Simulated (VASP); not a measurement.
# Ti4O in VASP: a series of runs

The runs below take Ti4O through single point, with PBE.

All numbers are computed with VASP 6.6.1; they aren't measurements. Logs are shortened: lines on timing, memory, paths and dates and some standing lists are left out, and cuts for length are marked.

**1. The cell of the first run**

The cell holds a slab with vacuum, 5 atoms: a = 2.908 Å, b = 4.112 Å, c = 19.654 Å, α = 90.00°, β = 90.00°, γ = 90.00°.

**2. Single point, PBE**

INCAR

```
SYSTEM = Ti4O
  PREC = Accurate
  ENCUT = 520
  EDIFF = 1E-6
  ISMEAR = 0
  SIGMA = 0.1
  LREAL = .FALSE.
  LASPH = .TRUE.
  NELM = 60
  ALGO = Normal
  ISIF = 2
  LWAVE = .FALSE.
  LCHARG = .FALSE.
  LDIPOL = .TRUE.
  IDIPOL = 3
  DIPOL = 0.5 0.5 0.335
  GGA = PE
  NBANDS = 35
```

KPOINTS

```
regular mesh
0
G
  9 7 1
  0 0 0
```

POSCAR

```
Ti4O
1.0
    2.9075446938      0.0000000000      0.0000000000
    0.0000000000      4.1118891392      0.0000000000
    0.0000000000      0.0000000000     19.6535692687
Ti O
4 1
Direct
    0.5000000000      0.5000000000      0.2035253722
    0.0000000000      0.0000000000      0.2774952616
    0.5000000000      0.5000000000      0.3439484703
    0.0000000000      0.0000000000      0.4148645550
    0.3333333333      0.4000000000      0.4352337207
```

Potentials or basis: VASP PAW PBE potentials, release 64 (Ti_sv, O).

Started as:

```sh
$ cat potpaw_PBE.64/Ti_sv/POTCAR potpaw_PBE.64/O/POTCAR > POTCAR
$ mpirun -np 1 vasp_std > vasp.out
```

OUTCAR:

```text
SYSTEM = Ti4O
   PREC = Accurate
   ENCUT = 520
   EDIFF = 1E-6
   ISMEAR = 0
   LREAL = .FALSE.
   LASPH = .TRUE.
   NELM = 60
   ISIF = 2
   GGA = PE

 ion  position               nearest neighbor table
   1  0.500  0.500  0.204-   3 2.76   2 2.91   2 2.91   2 2.91   2 2.91
   2  0.000  0.000  0.277-   4 2.70   3 2.84   3 2.84   3 2.84   3 2.84   1 2.91   1 2.91   1 2.91
                             1 2.91
   3  0.500  0.500  0.344-   5 1.90   1 2.76   2 2.84   2 2.84   2 2.84   2 2.84   4 2.88   4 2.88
                             4 2.88   4 2.88
   4  0.000  0.000  0.415-   5 1.95   2 2.70   3 2.88   3 2.88   3 2.88   3 2.88
   5  0.333  0.400  0.435-   3 1.90   4 1.95

  LATTYP: Found a simple orthorhombic cell.
 ALAT       =     2.9075446938
 B/A-ratio  =     1.4142135624
 C/A-ratio  =     6.7595071920

  Lattice vectors:

 A1 = (   2.9075446938,   0.0000000000,   0.0000000000)
 A2 = (   0.0000000000,   4.1118891392,   0.0000000000)
 A3 = (   0.0000000000,   0.0000000000,  19.6535692687)

Analysis of symmetry for initial positions (statically):
=====================================================================
 Subroutine PRICEL returns:
 Original cell was already a primitive cell.

 Routine SETGRP: Setting up the symmetry group for a
 simple orthorhombic supercell.

 Subroutine GETGRP returns: Found  1 space group operations
 (whereof  1 operations were pure point group operations)
 out of a pool of  8 trial point group operations.

The static configuration has the point symmetry C_1 .

Analysis of symmetry for dynamics (positions and initial velocities):
=====================================================================
 Subroutine PRICEL returns:
 Original cell was already a primitive cell.

 Routine SETGRP: Setting up the symmetry group for a
 simple orthorhombic supercell.

 Subroutine GETGRP returns: Found  1 space group operations
 (whereof  1 operations were pure point group operations)
 out of a pool of  8 trial point group operations.

The dynamic configuration has the point symmetry C_1 .

 Subroutine INISYM returns: Found  1 space group operations
 (whereof  1 operations are pure point group operations),
 and found     1 'primitive' translations

----------------------------------------------------------------------------------------

                                     Primitive cell

  volume of cell :     234.9683

  direct lattice vectors                    reciprocal lattice vectors
     2.907544694  0.000000000  0.000000000     0.343932804  0.000000000  0.000000000
     0.000000000  4.111889139  0.000000000     0.000000000  0.243197218  0.000000000
     0.000000000  0.000000000 19.653569269     0.000000000  0.000000000  0.050881343

  length of vectors
     2.907544694  4.111889139 19.653569269     0.343932804  0.243197218  0.050881343

  position of ions in fractional coordinates (direct lattice)
     0.500000000  0.500000000  0.203525372
     0.000000000  0.000000000  0.277495262
     0.500000000  0.500000000  0.343948470
     0.000000000  0.000000000  0.414864555
     0.333333333  0.400000000  0.435233721

  ion indices of the primitive-cell ions
   primitive index   ion index
                 1           1
                 2           2
                 3           3
                 4           4
                 5           5

----------------------------------------------------------------------------------------

 KPOINTS: regular mesh

Automatic generation of k-mesh.
 Grid dimensions read from file:
 generate k-points for:    9    7    1

 Generating k-lattice:

  Cartesian coordinates                     Fractional coordinates (reciprocal lattice)
     0.038214756  0.000000000  0.000000000     0.111111111  0.000000000  0.000000000
     0.000000000  0.034742460  0.000000000     0.000000000  0.142857143  0.000000000
     0.000000000  0.000000000  0.050881343     0.000000000  0.000000000  1.000000000

  Length of vectors
     0.038214756  0.034742460  0.050881343

  Shift w.r.t. Gamma in fractional coordinates (k-lattice)
     0.000000000  0.000000000  0.000000000

 Subroutine IBZKPT returns following result:
 ===========================================

 Found     32 irreducible k-points:

 Following reciprocal coordinates:
            Coordinates               Weight
  0.000000  0.000000  0.000000      1.000000
  0.111111  0.000000  0.000000      2.000000
  0.222222  0.000000  0.000000      2.000000
  0.333333  0.000000  0.000000      2.000000
  0.444444  0.000000  0.000000      2.000000
  0.000000  0.142857  0.000000      2.000000
[... 16 lines left out ...]
  0.444444 -0.285714  0.000000      2.000000
  0.000000  0.428571  0.000000      2.000000
 [... further k-points ...]
   k-points           NKPTS =     32   k-points in BZ     NKDIM =     32   number of bands    NBANDS=     35
   number of dos      NEDOS =    301   number of ions     NIONS =      5
   total plane-waves  NPLWV = 115200
   dimension x,y,z NGX =    24 NGY =   32 NGZ =  150
   dimension x,y,z NGXF=    48 NGYF=   64 NGZF=  300
   ions per type =               4   1
   NGX,Y,Z   is equivalent  to a cutoff of  13.72, 12.94, 12.69 a.u.
   NGXF,Y,Z  is equivalent  to a cutoff of  27.45, 25.88, 25.38 a.u.
 SYSTEM =  Ti4O
   PREC   = accura    normal or accurate (medium, high low for compatibility)
   ISTART =      0    job   : 0-new  1-cont  2-samecut
   ICHARG =      2    charge: 1-file 2-atom 10-const
   ISPIN  =      1    spin polarized calculation?
   LNONCOLLINEAR =      F non collinear calculations
   LSORBIT =      F    spin-orbit coupling
   LASPH  =      T    aspherical Exc in radial PAW
   ENCUT  =  520.0 eV  38.22 Ry    6.18 a.u.   5.41  7.65 36.54*2*pi/ulx,y,z
   NELM   =     60;   NELMIN=  2; NELMDL= -5     # of ELM steps
   EDIFF  = 0.1E-05   stopping-criterion for ELM
   LREAL  =      F    real-space projection
   EDIFFG = 0.1E-04   stopping-criterion for IOM
   NSW    =      0    number of steps for IOM
   IBRION =     -1    ionic relax: 0-MD 1-quasi-New 2-CG
   NFREE  =      0    steps in history (QN), initial steepest desc. (CG)
   ISIF   =      2    stress and relaxation
   ISYM   =      2    0-nonsym 1-usesym 2-fastsym
   POTIM  = 0.5000    time-step for ionic-motion
   TEBEG  =    0.0;   TEEND  =   0.0 temperature during run
   PSTRESS=    0.0 pullay stress
   NELECT =      54.0000    total number of electrons
   NUPDOWN=      -1.0000    fix difference up-down
   EMIN   =  10.00;   EMAX   =-10.00  energy-range for DOS
   EFERMI =   0.00;   METHOD = LEGACY
   ISMEAR =     0;   SIGMA  =   0.10  broadening in eV -4-tet -1-fermi 0-gaus
   EFERMI_NEDOS =   21; number of points for ismear=-14 and -15
   IALGO  =     38    algorithm
   IMIX   =      4    mixing-type and parameters
     AMIX     =   0.40;   BMIX     =  1.00
     AMIX_MAG =   1.60;   BMIX_MAG =  1.00
  volume/ion in A,a.u.               =      46.99       317.13
  Fermi-wavevector in a.u.,A,eV,Ry     =   1.002774  1.894968 13.681412  1.005555
  Thomas-Fermi vector in A             =   2.135283
   LORBIT       =      0    0 simple, 1 ext, 2 COOP (PROOUT), +10 PAW based schemes
   GGA     = PE    functional components
   LHFCALC =     F    Hartree Fock is set to
   AEXX    =    0.0000 exact exchange contribution
   IVDW    =     0    specifies the selected vdW correction
   LEPSILON=     F    determine dielectric tensor
   LRPA    =     F    only Hartree local field effects (RPA)
 non-spin polarized calculation
 Gauss-broadening in eV      SIGMA  =   0.10
  energy-cutoff  :      520.00
  volume of cell :      234.97
 maximum number of plane-waves:      6369
 NGX is ok and might be reduce to    24
   NGX = 11   NGY = 15   NGZ = 73

 dipolmoment           0.000000      0.000000      0.009648 electrons x Angstroem

 number of electron      54.0000008 magnetization

 dipolmoment           0.000000      0.000000     -0.013724 electrons x Angstroem

 Free energy of the ion-electron system (eV)
  ---------------------------------------------------
  ext. energy  EPLUGINS =         0.00000000
  ---------------------------------------------------
  free energy    TOTEN  =       -37.71081640 eV

  energy without entropy =      -37.67782850  energy(sigma->0) =      -37.69432245

 E-fermi :   0.5256     XC(G=0):  -4.6322

 val. band max:        0.5254995802   @ k =   0.2222  -0.4286   0.0000
 cond. band min:       0.5302548376   @ k =   0.4444  -0.4286   0.0000
 fundamental gap:      0.0047552575
 Fermi energy:         0.5255964962

 k-point     1 :       0.0000    0.0000    0.0000
  band No.  band energies     occupation
      1     -56.7502      2.00000
      2     -56.4522      2.00000
      3     -56.2509      2.00000
      4     -55.9946      2.00000
      5     -33.2330      2.00000
      6     -33.0090      2.00000
[... 27 lines left out ...]
     34       1.9137      0.00000
     35       2.1890      0.00000

 k-point     2 :       0.1111    0.0000    0.0000
  band No.  band energies     occupation
      1     -56.7448      2.00000
      2     -56.4470      2.00000
      3     -56.2457      2.00000
      4     -55.9914      2.00000
      5     -33.2216      2.00000
      6     -33.0072      2.00000
[... 27 lines left out ...]
     34       2.1008      0.00000
     35       2.3073      0.00000

 k-point     3 :       0.2222    0.0000    0.0000
  band No.  band energies     occupation
      1     -56.7311      2.00000
      2     -56.4340      2.00000
      3     -56.2326      2.00000
      4     -55.9835      2.00000
      5     -33.1933      2.00000
      6     -33.0196      2.00000
[... 27 lines left out ...]
     34       2.2144      0.00000
     35       2.4461      0.00000
[... 723 lines left out ...]
 k-point    23 :       0.4444   -0.2857    0.0000
  band No.  band energies     occupation
      1     -56.7048      2.00000
      2     -56.4091      2.00000
      3     -56.2070      2.00000
      4     -55.9689      2.00000
      5     -33.2173      2.00000
      6     -33.1627      2.00000
[... 27 lines left out ...]
     34       2.3138      0.00000
     35       2.7006      0.00000

 k-point    24 :       0.0000    0.4286    0.0000
  band No.  band energies     occupation
      1     -56.7451      2.00000
      2     -56.4478      2.00000
      3     -56.2468      2.00000
      4     -56.0075      2.00000
      5     -33.2678      2.00000
      6     -33.0523      2.00000
[... 27 lines left out ...]
     34       2.0737      0.00000
     35       2.1998      0.00000

 [... further k-points ...]

------------------------ aborting loop because EDIFF is reached ----------------------------------------

 vacuum level on the upper side and lower side of the slab       (xc-potential included)        -0.285        -0.104

  FORCE on cell =-STRESS in cart. coord.  units (eV):
  Direction    XX          YY          ZZ          XY          YZ          ZX
  --------------------------------------------------------------------------------------
  -------------------------------------------------------------------------------------
  Total        0.3911501     -4.1583881      1.3462421      1.1373441     -0.4735639      0.3282799
  in kB        2.6671339    -28.3547856      9.1796158      7.7552038     -3.2290884      2.2384413
  external PRESSURE =      -5.5026786 kB  Pullay stress =       0.0000000 kB

 VOLUME and BASIS-vectors are now :
 -----------------------------------------------------------------------------
  energy-cutoff  :      520.00
  volume of cell :      234.97
      direct lattice vectors                 reciprocal lattice vectors
     2.907544694  0.000000000  0.000000000     0.343932804  0.000000000  0.000000000
     0.000000000  4.111889139  0.000000000     0.000000000  0.243197218  0.000000000
     0.000000000  0.000000000 19.653569269     0.000000000  0.000000000  0.050881343

 POSITION                                       TOTAL-FORCE (eV/Angst)
 -----------------------------------------------------------------------------------
      1.45377      2.05594      4.00000        -0.063431      0.008659      0.034066
      0.00000      0.00000      5.45377         0.118484      0.010768     -0.206656
      1.45377      2.05594      6.75982        -0.244667      0.200314     -0.677854
      0.00000      0.00000      8.15357         0.080620      0.101192      0.773829
      0.96918      1.64476      8.55390         0.108994     -0.320933      0.076614
 -----------------------------------------------------------------------------------
    total drift:                                0.000009      0.000376      0.001204

  FREE ENERGIE OF THE ION-ELECTRON SYSTEM (eV)
  ---------------------------------------------------
  free  energy   TOTEN  =       -37.7108164031 eV

  energy  without entropy=      -37.6778285032  energy(sigma->0) =      -37.69432245

 vacuum level on the upper side and lower side of the slab         3.517         3.690
```

Wall time 17 min (1 thread of Intel Xeon 8259CL, shared host); peak memory 0.46 GiB.

Results:

```yaml
Free_energy: -37.7108 eV
Largest_force: 0.785 eV/Å
Band_gap_on_the_k_mesh: zero (bands 27 and 28 overlap by 0.04 eV)
```

Forces on the atoms (eV/Å):
```
Ti  -0.063  0.009  0.034
Ti   0.118  0.011 -0.207
Ti  -0.245  0.200 -0.678
Ti   0.081  0.101  0.774
O    0.109 -0.321  0.077
```

Levels at points of the mesh, in eV from the Fermi level:
| k point | band 23 | band 24 | band 25 | band 26 | band 27 | band 28 | band 29 | band 30 | band 31 | band 32 |
| --- | --- | --- | --- | --- | --- | --- | --- | --- | --- | --- |
| (0.00, 0.00, 0.00) | -1.79 | -1.41 | -0.81 | -0.28 | -0.04 | 0.21 | 0.26 | 0.71 | 0.77 | 1.02 |

[end of part 1 of 3]

The gap in the log of VASP goes by the Fermi energy; the results here count the filled bands.